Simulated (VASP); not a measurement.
# Se (Pm-3m) in VASP: notebook, part 2 of 2

VASP 6.6.1. Earlier steps stand in the parts before.

## Step 4: Single point, PBEsol+D3(BJ)

This run uses another cell than the first one, of 22.20 Å³/atom, 1.051 times its volume.

Input file INCAR:

```
  PREC = Accurate
  ENCUT = 520
  EDIFF = 1E-7
  ISMEAR = -1
  SIGMA = 0.05
  LREAL = False
  LASPH = True
  NELM = 80
  ALGO = Normal
  ISIF = 2
  LWAVE = False
  LCHARG = False
  GGA = PS
  IVDW = 12
  NBANDS = 9
```

Input file KPOINTS:

```
regular mesh
0
Gamma
  9 9 9
```

Input file POSCAR:

```
Se
1.0
    2.8105630200      0.0000000000      0.0000000000
    0.0000000000      2.8105630200      0.0000000000
    0.0000000000      0.0000000000      2.8105630200
Se
1
Direct
    0.0000000000      0.0000000000      0.0000000000
```

Potentials or basis: VASP PAW PBE potentials, release 64 (Se).

Run with:

```console
$ cat potpaw_PBE.64/Se/POTCAR > POTCAR
$ mpirun -np 1 vasp_std > vasp.out
```

OUTCAR:

```text
PREC = Accurate
   ENCUT = 520
   EDIFF = 1E-7
   ISMEAR = -1
   LREAL = False
   LASPH = True
   NELM = 80
   ISIF = 2
   GGA = PS
   IVDW = 12
 IVDW          = 12

 ion  position               nearest neighbor table
   1  0.000  0.000  0.000-

  LATTYP: Found a simple cubic cell.
 ALAT       =     2.8105630200

  Lattice vectors:

 A1 = (   2.8105630200,   0.0000000000,   0.0000000000)
 A2 = (   0.0000000000,   2.8105630200,   0.0000000000)
 A3 = (   0.0000000000,   0.0000000000,   2.8105630200)

Analysis of symmetry for initial positions (statically):
=====================================================================
 Subroutine PRICEL returns:
 Original cell was already a primitive cell.

 Routine SETGRP: Setting up the symmetry group for a
 simple cubic supercell.

 Subroutine GETGRP returns: Found 48 space group operations
 (whereof 48 operations were pure point group operations)
 out of a pool of 48 trial point group operations.

The static configuration has the point symmetry O_h .

Analysis of symmetry for dynamics (positions and initial velocities):
=====================================================================
 Subroutine PRICEL returns:
 Original cell was already a primitive cell.

 Routine SETGRP: Setting up the symmetry group for a
 simple cubic supercell.

 Subroutine GETGRP returns: Found 48 space group operations
 (whereof 48 operations were pure point group operations)
 out of a pool of 48 trial point group operations.

The dynamic configuration has the point symmetry O_h .

 Subroutine INISYM returns: Found 48 space group operations
[... 110 lines left out ...]
   ISMEAR =    -1;   SIGMA  =   0.05  broadening in eV -4-tet -1-fermi 0-gaus
   EFERMI_NEDOS =   21; number of points for ismear=-14 and -15
   IALGO  =     38    algorithm
   IMIX   =      4    mixing-type and parameters
     AMIX     =   0.40;   BMIX     =  1.00
     AMIX_MAG =   1.60;   BMIX_MAG =  1.00
  volume/ion in A,a.u.               =      22.20       149.82
  Fermi-wavevector in a.u.,A,eV,Ry     =   1.058438  2.000157 15.242472  1.120290
  Thomas-Fermi vector in A             =   2.193747
   LORBIT       =      0    0 simple, 1 ext, 2 COOP (PROOUT), +10 PAW based schemes
   GGA     = PS    functional components
   LHFCALC =     F    Hartree Fock is set to
   AEXX    =    0.0000 exact exchange contribution
   IVDW    =    12    specifies the selected vdW correction
   LEPSILON=     F    determine dielectric tensor
   LRPA    =     F    only Hartree local field effects (RPA)
 non-spin polarized calculation
  energy-cutoff  :      520.00
  volume of cell :       22.20
 maximum number of plane-waves:       619
 NGX is ok and might be reduce to    24
   NGX = 11   NGY = 11   NGZ = 11

 number of electron       5.9999999 magnetization

 Free energy of the ion-electron system (eV)
  ---------------------------------------------------
  ext. energy  EPLUGINS =         0.00000000
  ---------------------------------------------------
  free energy    TOTEN  =        -3.75574082 eV

  energy without entropy =       -3.74892269  energy(sigma->0) =       -3.75233176

 E-fermi :   4.7891     XC(G=0): -10.1583

 val. band max:        4.7374521650   @ k =   0.4444   0.3333   0.2222
 cond. band min:       4.7984598194   @ k =   0.1111   0.1111   0.1111
 fundamental gap:      0.0610076544
 Fermi energy:         4.7891495308

 k-point     1 :       0.0000    0.0000    0.0000
  band No.  band energies     occupation
      1     -11.4101      2.00000
      2       6.2169      0.00000
      3       6.2169      0.00000
      4       6.2169      0.00000
      5      12.4998      0.00000
      6      12.4998      0.00000
      7      12.5450      0.00000
      8      27.1844      0.00000
      9      27.1844      0.00000
[... 265 lines left out ...]
 k-point    24 :       0.4444    0.3333    0.1111
  band No.  band energies     occupation
      1      -7.7913      2.00000
      2      -0.6279      2.00000
      3       1.3910      2.00000
      4       7.2196      0.00000
      5       9.5357      0.00000
      6      16.6848      0.00000
      7      18.1687      0.00000
      8      19.6584      0.00000
      9      24.4644      0.00000

 [... further k-points ...]

------------------------ aborting loop because EDIFF is reached ----------------------------------------

 Edisp (eV)   -0.33830

 E8    (eV) :    -0.2134

  FORCE on cell =-STRESS in cart. coord.  units (eV):
  Direction    XX          YY          ZZ          XY          YZ          ZX
  --------------------------------------------------------------------------------------
  -------------------------------------------------------------------------------------
  Total      -0.55158    -0.55158    -0.55158     0.00000     0.00000    -0.00000
  in kB     -39.80512   -39.80512   -39.80512     0.00000     0.00000    -0.00000
  external pressure =      -39.81 kB  Pullay stress =        0.00 kB

 VOLUME and BASIS-vectors are now :
 -----------------------------------------------------------------------------
  energy-cutoff  :      520.00
  volume of cell :       22.20
      direct lattice vectors                 reciprocal lattice vectors
     2.810563020  0.000000000  0.000000000     0.355800597  0.000000000  0.000000000
     0.000000000  2.810563020  0.000000000     0.000000000  0.355800597  0.000000000
     0.000000000  0.000000000  2.810563020     0.000000000  0.000000000  0.355800597

 POSITION                                       TOTAL-FORCE (eV/Angst)
 -----------------------------------------------------------------------------------
      0.00000      0.00000      0.00000         0.000000      0.000000      0.000000
 -----------------------------------------------------------------------------------
    total drift:                               -0.000000      0.000000      0.000000

  FREE ENERGIE OF THE ION-ELECTRON SYSTEM (eV)
  ---------------------------------------------------
  free  energy   TOTEN  =        -4.0940387280 eV

  energy  without entropy=       -4.0872205961  energy(sigma->0) =       -4.09062966
```

Wall time 7.4 s (1 thread of Intel Xeon 6975P-C, shared host); peak memory 0.15 GiB.

Results:

| Property | Result |
| --- | --- |
| Free energy | -4.0940 eV |
| Pressure | -4.0 GPa |
| Band gap on the k mesh | zero (band 3 reaches 7.63 eV, above the bottom of band 4 at 1.52 eV) |
| Dispersion energy per atom | -0.338 eV |

Caveat: three body term missing; the PAW data sets were made with another functional, which shifts forces and pressure a little; pairwise dispersion overbinds metals, which lowers pressure and volume.

## Step 5: The runs side by side

| level | cell | gap on the mesh (eV) | pressure (GPa) |
| --- | --- | --- | --- |
| PBEsol+D3(BJ) | a = 2.765 Å, 1 atom | none | -0.2 |
| PBEsol+D4 | a = 2.770 Å, 1 atom | none | 0.1 |
| PBEsol+D3(BJ) | a = 2.811 Å, 1 atom | none | -4.0 |

Alike in all rows: task single point; potentials or basis VASP PAW PBE potentials, release 64 (Se); no spin polarisation; k mesh 9 × 9 × 9; cutoff (eV) 520; smearing fermi-dirac 0.05 eV.

Caveats: the PAW data sets were made with another functional, which shifts forces and pressure a little; pairwise dispersion overbinds metals, which lowers pressure and volume; three body term missing (some runs).

Absolute energies hang on the potentials; compare differences alone.
